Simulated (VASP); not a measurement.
Runs of VASP 6.6.1 on Li3Ta2O. The structure is that of space group P6/mmm (No. 191), or close to it. The cells are those of the table. The cell was generated, and may not be a known phase.

```tsv
task	spin	cell	k mesh	gap on the mesh (eV)	pressure (GPa)	moment (μB)
single point	off	a = 4.650, b = 4.650, c = 5.201 Å, angles 90.0, 90.0, 120.0°, 6 atoms	12 × 12 × 8	none	-0.1	-
relaxation of cell and atoms	off	relaxed from a = 5.424, b = 5.424, c = 3.041 Å, angles 90.0, 90.0, 120.0°, 6 atoms	6 × 6 × 6	none	-0.1	-
single point	off	a = 4.641, b = 4.641, c = 5.196 Å, angles 90.0, 90.0, 120.0°, 6 atoms	6 × 6 × 6	none	0.0	-
single point	collinear	a = 4.641, b = 4.641, c = 5.196 Å, angles 90.0, 90.0, 120.0°, 6 atoms	6 × 6 × 4	none	0.0	0.00
single point	collinear	a = 5.424, b = 5.424, c = 3.041 Å, angles 90.0, 90.0, 120.0°, 6 atoms	6 × 6 × 6	none	(a)	1.01
```

Alike in all rows: level PBE; potentials or basis VASP PAW PBE potentials, release 64 (Li_sv, Ta_pv, O); cutoff (eV) 750; smearing gaussian 0.1 eV.

Problem. Estimate the missing entries.

Solution. (a) 30.3.

Caveats: spin-orbit coupling is left out, which moves the levels of the heavy elements; the stress differs along the axes, from 19 to 53 GPa (at least some runs).

A k mesh can miss the band edges, and the runs leave out spin-orbit coupling on Ta.

A gap of «none» marks levels without a gap at the run's occupations.
